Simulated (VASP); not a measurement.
A run of VASP 6.6.1 is set up as follows.

The input INCAR:

```
PREC = Accurate
ENCUT = 520
EDIFF = 1E-7
ISMEAR = 0
SIGMA = 0.05
LREAL = F
LASPH = T
NELM = 100
ALGO = Normal
ISIF = 2
LWAVE = F
LCHARG = F
GGA = CA
NBANDS = 64
```

KPOINTS

```
Automatic mesh
0
Gamma
  6 6 6
```

File POSCAR:

```
SnO2
1.0
   -3.2078313831     -1.8520423126      4.0813809037
    3.2078313831     -1.8520423126      4.0813809037
    0.0000000000      3.7040846251      4.0813809037
Sn O
4 8
Direct
    0.5122507556      0.5122507556      0.5122507556
    1.0000000000      1.0000000000      0.5000000000
    1.0000000000      0.5000000000      0.0000000000
    0.5000000000      1.0000000000      0.0000000000
    0.2451905456      0.2451905456      0.2451905456
    0.7451905456      0.7451905456      0.2451905456
    0.7451905456      0.2451905456      0.7451905456
    0.2451905456      0.7451905456      0.7451905456
    0.7548094544      0.7548094544      0.7548094544
    0.2548094544      0.2548094544      0.7548094544
    0.2548094544      0.7548094544      0.2548094544
    0.7548094544      0.2548094544      0.2548094544
```

Potentials or basis: VASP PAW LDA potentials, release 64 (Sn_d, O).

Launch:

```bash
$ cat potpaw_LDA.64/Sn_d/POTCAR potpaw_LDA.64/O/POTCAR > POTCAR
$ mpirun -np 1 vasp_std > vasp.out
```

(1) Predict the largest force.

(2) Predict the band gap on the k mesh.

(3) What does it give for the pressure?

Answers

(1) 1.610 eV/Å.

(2) 1.40 eV.

(3) 1.2 GPa.

Caveat: the cell differs from its parent crystal (atom 1 (Sn) moved +0.150 Å along Cartesian [0 0 1]); spin-orbit coupling is left out, which moves the levels of the heavy elements; forces of over 1 eV/Å act on the atoms, so gaps and moduli don't describe the material at rest.
